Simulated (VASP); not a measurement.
# Ni2SbH (P4/mmm) in VASP: relaxation of cell and atoms with PBE

Aim: the relaxation of cell and atoms of Ni2SbH with PBE.

Program: VASP 6.6.1. These are calculated values, not measurements. Logs are shortened: lines on timing, memory, paths and dates and some standing lists are left out, and cuts for length are marked.

## Step 1: The cell of the first run

The structure is tetragonal, space group P4/mmm (No. 123). The conventional cell has a = 3.091 Å, b = 3.091 Å, c = 6.181 Å, α = 90.00°, β = 90.00°, γ = 90.00°. Ni (site symmetry 4mm) has 4 H at 2.68 Å and 4 Sb at 2.68 Å and 6 Ni at 3.09 Å within 3.5 Å. Within 3.5 Å of Sb (site symmetry 4/mmm) lie 8 Ni at 2.68 Å and 4 Sb at 3.09 Å and 2 H at 3.09 Å. H (site symmetry 4/mmm) has 8 Ni at 2.68 Å and 4 H at 3.09 Å and 2 Sb at 3.09 Å within 3.5 Å.

## Step 2: Relaxation of cell and atoms, PBE, collinear spin, antiferromagnetic start

INCAR

```
PREC = Accurate
ENCUT = 690
EDIFF = 1E-7
ISMEAR = 0
SIGMA = 0.1
LREAL = F
LASPH = T
NELM = 200
ALGO = Normal
ISIF = 3
LWAVE = F
LCHARG = F
ISPIN = 2
MAGMOM = -2 2 0 0
LORBIT = 11
LMAXMIX = 4
GGA = PE
IBRION = 2
NSW = 90
EDIFFG = -0.04
GGA_COMPAT = F
NELMIN = 4
```

KPOINTS

```
regular mesh
0
Gamma
  6 6 4
```

POSCAR

```
Ni2SbH
1.0
    3.0905559900      0.0000000000      0.0000000000
    0.0000000000      3.0905559900      0.0000000000
    0.0000000000      0.0000000000      6.1811119800
Ni Sb H
2 1 1
Direct
    0.0000000000      0.0000000000      0.7500000000
    0.0000000000      0.0000000000      0.2500000000
    0.5000000000      0.5000000000      0.0000000000
    0.5000000000      0.5000000000      0.5000000000
```

Potentials or basis: VASP PAW PBE potentials, release 64 (Ni_sv_GW, Sb_d_GW, H).

Started as:

```
cat potpaw_PBE.64/Ni_sv_GW/POTCAR potpaw_PBE.64/Sb_d_GW/POTCAR potpaw_PBE.64/H/POTCAR > POTCAR
mpirun -np 1 vasp_std > vasp.out
```

OUTCAR:

```text
PREC = Accurate
   ENCUT = 690
   EDIFF = 1E-7
   ISMEAR = 0
   LREAL = F
   LASPH = T
   NELM = 200
   ISIF = 3
   ISPIN = 2
   LORBIT = 11
   GGA = PE
   IBRION = 2
   NSW = 90
   EDIFFG = -0.04
   NELMIN = 4

 ion  position               nearest neighbor table
   1  0.000  0.000  0.750-   3 2.68   3 2.68   3 2.68   3 2.68
   2  0.000  0.000  0.250-   3 2.68   3 2.68   3 2.68   3 2.68
   3  0.500  0.500  0.000-   1 2.68   2 2.68   1 2.68   2 2.68   1 2.68   2 2.68   1 2.68   2 2.68

   4  0.500  0.500  0.500-

  LATTYP: Found a simple tetragonal cell.
 ALAT       =     3.0905559900
 C/A-ratio  =     2.0000000000

  Lattice vectors:

 A1 = (   3.0905559900,   0.0000000000,   0.0000000000)
 A2 = (   0.0000000000,   3.0905559900,   0.0000000000)
 A3 = (   0.0000000000,   0.0000000000,   6.1811119800)

Analysis of symmetry for initial positions (statically):
=====================================================================
 Subroutine PRICEL returns:
 Original cell was already a primitive cell.

 Routine SETGRP: Setting up the symmetry group for a
 simple tetragonal supercell.

 Subroutine GETGRP returns: Found 16 space group operations
 (whereof 16 operations were pure point group operations)
 out of a pool of 16 trial point group operations.

The static configuration has the point symmetry D_4h.

Analysis of symmetry for dynamics (positions and initial velocities):
=====================================================================
 Subroutine PRICEL returns:
 Original cell was already a primitive cell.

 Routine SETGRP: Setting up the symmetry group for a
 simple tetragonal supercell.

 Subroutine GETGRP returns: Found 16 space group operations
 (whereof 16 operations were pure point group operations)
 out of a pool of 16 trial point group operations.

The dynamic configuration has the point symmetry D_4h.

Analysis of structural, dynamic, and magnetic symmetry:
=====================================================================
 Subroutine PRICEL returns:
 Original cell was already a primitive cell.

 Routine SETGRP: Setting up the symmetry group for a
 simple tetragonal supercell.

 Subroutine GETGRP returns: Found 16 space group operations
 (whereof 16 operations were pure point group operations)
 out of a pool of 16 trial point group operations.

The overall configuration has the point symmetry D_4h.

 Subroutine INISYM returns: Found 16 space group operations
 (whereof 16 operations are pure point group operations),
 and found     1 'primitive' translations

----------------------------------------------------------------------------------------

                                     Primitive cell

  volume of cell :      59.0391

  direct lattice vectors                    reciprocal lattice vectors
     3.090555990  0.000000000  0.000000000     0.323566376  0.000000000  0.000000000
     0.000000000  3.090555990  0.000000000     0.000000000  0.323566376  0.000000000
     0.000000000  0.000000000  6.181111980     0.000000000  0.000000000  0.161783188

  length of vectors
     3.090555990  3.090555990  6.181111980     0.323566376  0.323566376  0.161783188

  position of ions in fractional coordinates (direct lattice)
     0.000000000  0.000000000  0.750000000
     0.000000000  0.000000000  0.250000000
     0.500000000  0.500000000  0.000000000
     0.500000000  0.500000000  0.500000000

  ion indices of the primitive-cell ions
   primitive index   ion index
                 1           1
                 2           2
                 3           3
                 4           4

----------------------------------------------------------------------------------------

 KPOINTS: regular mesh

Automatic generation of k-mesh.
 Grid dimensions read from file:
 generate k-points for:    6    6    4

 Generating k-lattice:

  Cartesian coordinates                     Fractional coordinates (reciprocal lattice)
     0.053927729  0.000000000  0.000000000     0.166666667  0.000000000  0.000000000
     0.000000000  0.053927729  0.000000000     0.000000000  0.166666667  0.000000000
     0.000000000  0.000000000  0.040445797     0.000000000  0.000000000  0.250000000

  Length of vectors
     0.053927729  0.053927729  0.040445797

  Shift w.r.t. Gamma in fractional coordinates (k-lattice)
     0.000000000  0.000000000  0.000000000

 Subroutine IBZKPT returns following result:
 ===========================================

 Found     30 irreducible k-points:

 Following reciprocal coordinates:
            Coordinates               Weight
  0.000000  0.000000  0.000000      1.000000
  0.166667  0.000000  0.000000      4.000000
  0.333333  0.000000  0.000000      4.000000
  0.500000  0.000000  0.000000      2.000000
  0.166667  0.166667  0.000000      4.000000
  0.333333  0.166667  0.000000      8.000000
[... 16 lines left out ...]
  0.333333  0.000000  0.500000      4.000000
  0.500000  0.000000  0.500000      2.000000
 [... further k-points ...]
   k-points           NKPTS =     30   k-points in BZ     NKDIM =     30   number of bands    NBANDS=     31
   number of dos      NEDOS =    301   number of ions     NIONS =      4
   total plane-waves  NPLWV =  42336
   dimension x,y,z NGX =    28 NGY =   28 NGZ =   54
   dimension x,y,z NGXF=    56 NGYF=   56 NGZF=  108
   ions per type =               2   1   1
   NGX,Y,Z   is equivalent  to a cutoff of  15.06, 15.06, 14.52 a.u.
   NGXF,Y,Z  is equivalent  to a cutoff of  30.12, 30.12, 29.05 a.u.
 SYSTEM =  unknown system
   PREC   = accura    normal or accurate (medium, high low for compatibility)
   ISTART =      0    job   : 0-new  1-cont  2-samecut
   ICHARG =      2    charge: 1-file 2-atom 10-const
   ISPIN  =      2    spin polarized calculation?
   LNONCOLLINEAR =      F non collinear calculations
   LSORBIT =      F    spin-orbit coupling
   LASPH  =      T    aspherical Exc in radial PAW
   ENCUT  =  690.0 eV  50.71 Ry    7.12 a.u.   6.62  6.62 13.24*2*pi/ulx,y,z
   NELM   =    200;   NELMIN=  4; NELMDL= -5     # of ELM steps
   EDIFF  = 0.1E-06   stopping-criterion for ELM
   LREAL  =      F    real-space projection
   EDIFFG = -.4E-01   stopping-criterion for IOM
   NSW    =     90    number of steps for IOM
   IBRION =      2    ionic relax: 0-MD 1-quasi-New 2-CG
   NFREE  =      1    steps in history (QN), initial steepest desc. (CG)
   ISIF   =      3    stress and relaxation
   ISYM   =      2    0-nonsym 1-usesym 2-fastsym
   POTIM  = 0.5000    time-step for ionic-motion
   TEBEG  =    0.0;   TEEND  =   0.0 temperature during run
   PSTRESS=    0.0 pullay stress
   NELECT =      52.0000    total number of electrons
   NUPDOWN=      -1.0000    fix difference up-down
   EMIN   =  10.00;   EMAX   =-10.00  energy-range for DOS
   EFERMI =   0.00;   METHOD = LEGACY
   ISMEAR =     0;   SIGMA  =   0.10  broadening in eV -4-tet -1-fermi 0-gaus
   EFERMI_NEDOS =   21; number of points for ismear=-14 and -15
   IALGO  =     38    algorithm
   IMIX   =      4    mixing-type and parameters
     AMIX     =   0.40;   BMIX     =  1.00
     AMIX_MAG =   1.60;   BMIX_MAG =  1.00
  volume/ion in A,a.u.               =      14.76        99.60
  Fermi-wavevector in a.u.,A,eV,Ry     =   1.569264  2.965479 33.505562  2.462589
  Thomas-Fermi vector in A             =   2.671172
   LORBIT       =     11    0 simple, 1 ext, 2 COOP (PROOUT), +10 PAW based schemes
   GGA     = PE    functional components
   LHFCALC =     F    Hartree Fock is set to
   AEXX    =    0.0000 exact exchange contribution
   IVDW    =     0    specifies the selected vdW correction
   LEPSILON=     F    determine dielectric tensor
   LRPA    =     F    only Hartree local field effects (RPA)
 conjugate gradient relaxation of ions
 spin polarized calculation
 Gauss-broadening in eV      SIGMA  =   0.10
  energy-cutoff  :      690.00
  volume of cell :       59.04
 maximum number of plane-waves:      2468
 NGX is ok and might be reduce to    28
   NGX = 13   NGY = 13   NGZ = 27

--------------------------------------- Ionic step        1  -------------------------------------------

 number of electron      51.9999971 magnetization       0.0000000

 number of electron      51.9999971 magnetization      -0.0000000

 Free energy of the ion-electron system (eV)
  ---------------------------------------------------
  ext. energy  EPLUGINS =         0.00000000
  ---------------------------------------------------
  free energy    TOTEN  =       -17.65052065 eV

  energy without entropy =      -17.63963086  energy(sigma->0) =      -17.64507575

------------------------ aborting loop because EDIFF is reached ----------------------------------------

  FORCE on cell =-STRESS in cart. coord.  units (eV):
  Direction    XX          YY          ZZ          XY          YZ          ZX
  --------------------------------------------------------------------------------------
  -------------------------------------------------------------------------------------
  Total       -2.2308914     -2.2308914     -3.5731330      0.0000000     -0.0000000     -0.0000000
  in kB      -60.5409414    -60.5409414    -96.9660971      0.0000000     -0.0000000     -0.0000000
  external PRESSURE =     -72.6826599 kB  Pullay stress =       0.0000000 kB
[... 99 lines left out ...]
  FREE ENERGIE OF THE ION-ELECTRON SYSTEM (eV)
  ---------------------------------------------------
  free  energy   TOTEN  =       -17.8510099243 eV

  energy  without entropy=      -17.8407161235  energy(sigma->0) =      -17.84586302

[... ionic steps 4 to 14 ...]

--------------------------------------- Ionic step       15  -------------------------------------------

 number of electron      51.9999988 magnetization      -0.0000000

 number of electron      51.9999988 magnetization       0.0000000
[... 77 lines left out ...]
 number of electron      51.9999989 magnetization      -0.0000000

 number of electron      51.9999989 magnetization       0.0000000

 Free energy of the ion-electron system (eV)
  ---------------------------------------------------
  ext. energy  EPLUGINS =         0.00000000
  ---------------------------------------------------
  free energy    TOTEN  =       -18.25498319 eV

  energy without entropy =      -18.23932949  energy(sigma->0) =      -18.24715634

 E-fermi :   6.9915     XC(G=0): -12.1408

 val. band max:        6.9659700648   @ k =   0.3333   0.0000   0.5000
 cond. band min:       6.9930010685   @ k =   0.3333   0.3333   0.5000
 fundamental gap:      0.0270310037
 Fermi energy:         6.9914768760

 spin component 1

 k-point     1 :       0.0000    0.0000    0.0000
  band No.  band energies     occupation
      1     -95.7158      1.00000
      2     -95.7043      1.00000
      3     -56.2375      1.00000
      4     -56.1347      1.00000
      5     -56.1022      1.00000
      6     -56.1022      1.00000
[... 805 lines left out ...]
     30      11.5245      0.00000
     31      13.9895      0.00000

 [... further k-points ...]

 spin component 2

 k-point     1 :       0.0000    0.0000    0.0000
  band No.  band energies     occupation
      1     -95.7158      1.00000
      2     -95.7043      1.00000
      3     -56.2375      1.00000
      4     -56.1347      1.00000
      5     -56.1022      1.00000
      6     -56.1022      1.00000
[... 838 lines left out ...]
  FREE ENERGIE OF THE ION-ELECTRON SYSTEM (eV)
  ---------------------------------------------------
  free  energy   TOTEN  =       -18.2549831903 eV

  energy  without entropy=      -18.2393294938  energy(sigma->0) =      -18.24715634

 reached required accuracy - stopping structural energy minimisation

 total charge

# of ion       s       p       d       f       tot
--------------------------------------------------
    1        2.178   6.165   7.948   0.002  16.294
    2        2.178   6.165   7.948   0.002  16.294
    3        1.324   1.392  10.125   0.036  12.878
    4        0.383   0.011   0.000   0.000   0.394
--------------------------------------------------
tot          6.063  13.733  26.021   0.041  45.859

 magnetization (x)

# of ion       s       p       d       f       tot
--------------------------------------------------
    1        0.000   0.000  -0.000  -0.000   0.000
    2       -0.000  -0.000   0.000   0.000  -0.000
    3        0.000   0.000   0.000   0.000   0.000
    4        0.000   0.000   0.000   0.000   0.000
--------------------------------------------------
tot          0.000   0.000   0.000   0.000   0.000
```

Run time: 30 min. Hardware: 1 thread of Intel Xeon 6975P-C (Granite Rapids), shared host; peak memory 0.4 GiB.

What came out:

```
Free energy                                           : -18.2550 eV
Relaxed volume                                        : 12.69 Å³/atom
Relaxed cell                                          : a = 2.910 Å, b = 2.910 Å, c = 5.995 Å, α = 90.00°, β = 90.00°, γ = 90.00°
Space group after relaxing (to 0.1 Å)                 : P4/mmm (No. 123)
Energy gained by relaxing                             : 151.1 meV/atom
Ionic steps                                           : 17
Pressure after relaxing                               : -0.3 GPa
Largest force after relaxing                          : 0.015 eV/Å
Band gap on the k mesh                                : zero (filled and empty bands overlap)
Net moment                                            : 0.00 μB per cell
Valence electrons inside the program's atomic spheres : Ni 16.29; Sb 12.88; H 0.39
```

Forces on the atoms (eV/Å):
```
Ni   0.000  0.000 -0.015
Ni   0.000  0.000  0.015
Sb   0.000  0.000  0.000
H    0.000  0.000  0.000
```

Stress tensor (GPa, compression positive):
```
-0.35  0.00  0.00
 0.00 -0.35  0.00
 0.00  0.00 -0.20
```

Step by step:
| step | energy change (eV) | largest force (eV/Å) | pressure (GPa) | volume (Å³) |
| --- | --- | --- | --- | --- |
| 1 | 0.0000 | 0.5899 | -7.27 | 59.04 |
| 2 | -0.1928 | 1.1660 | 0.50 | 53.50 |
| 3 | -0.2005 | 1.2905 | 2.66 | 52.30 |
| 4 | -0.3715 | 1.0976 | 3.24 | 50.74 |
| 5 | -0.3862 | 0.2630 | 8.59 | 48.13 |
| 6 | -0.4381 | 0.7635 | 4.70 | 49.61 |
| 7 | -0.4447 | 0.4801 | 5.80 | 49.04 |
| 8 | -0.5214 | 0.1490 | -2.13 | 52.12 |
| 9 | -0.5241 | 0.0524 | -1.10 | 51.63 |
| 10 | -0.5695 | 0.0971 | -1.42 | 51.60 |
| 11 | -0.5903 | 0.2534 | -1.67 | 51.48 |
| 12 | -0.6000 | 0.1475 | 1.22 | 50.08 |
| 13 | -0.6004 | 0.1715 | 0.69 | 50.32 |
| 14 | -0.6042 | 0.0200 | 0.28 | 50.51 |
| 15 | -0.6042 | 0.0128 | 0.21 | 50.54 |
| 16 | -0.6042 | 0.0040 | 0.26 | 50.54 |
| 17 | -0.6045 | 0.0154 | -0.30 | 50.76 |

Final structure:
```
CELL_PARAMETERS angstrom
2.90968 0.00000 0.00000
0.00000 2.90968 0.00000
0.00000 0.00000 5.99528
ATOMIC_POSITIONS crystal
Ni 0.00000 0.00000 0.69689
Ni 0.00000 0.00000 0.30311
Sb 0.50000 0.50000 0.00000
H 0.50000 0.50000 0.50000
```

Levels at points of the mesh, in eV from the Fermi level:
Spin up:
| k point | band 24 | band 25 | band 26 | band 27 | band 28 | band 29 |
| --- | --- | --- | --- | --- | --- | --- |
| (0.00, 0.00, 0.00) | -0.76 | -0.76 | -0.69 | 4.34 | 4.34 | 6.05 |
| (0.50, 0.00, 0.00) | -0.73 | -0.47 | 0.00 | 0.08 | 0.79 | 1.59 |
| (0.50, 0.50, 0.00) | -0.42 | -0.40 | -0.35 | 1.12 | 1.57 | 3.21 |
| (0.00, 0.00, 0.50) | -1.12 | -0.79 | -0.68 | 3.01 | 4.72 | 4.72 |
| (0.50, 0.00, 0.50) | -0.78 | -0.51 | -0.16 | 0.54 | 2.59 | 4.30 |
| (0.50, 0.50, 0.50) | -0.35 | 0.14 | 0.14 | 0.91 | 1.68 | 1.68 |
Spin down:
| k point | band 23 | band 24 | band 25 | band 26 | band 27 | band 28 | band 29 | band 30 |
| --- | --- | --- | --- | --- | --- | --- | --- | --- |
| (0.00, 0.00, 0.00) | -0.78 | -0.76 | -0.76 | -0.69 | 4.34 | 4.34 | 6.05 | 7.53 |
| (0.50, 0.00, 0.00) | -1.10 | -0.73 | -0.47 | 0.00 | 0.08 | 0.79 | 1.59 | 7.69 |
| (0.50, 0.50, 0.00) | -1.38 | -0.42 | -0.40 | -0.35 | 1.12 | 1.57 | 3.21 | 4.29 |
| (0.00, 0.00, 0.50) | -1.12 | -1.12 | -0.79 | -0.68 | 3.01 | 4.72 | 4.72 | 7.93 |
| (0.50, 0.00, 0.50) | -1.21 | -0.78 | -0.51 | -0.16 | 0.54 | 2.59 | 4.30 | 4.53 |
| (0.50, 0.50, 0.50) | -0.41 | -0.35 | 0.14 | 0.14 | 0.91 | 1.68 | 1.68 | 1.77 |

Caveat: the moments typed at the start vanished in this run; spin-orbit coupling is left out, which moves the levels of the heavy elements.

The gap in the log of VASP goes by the Fermi energy; the results here count the filled bands.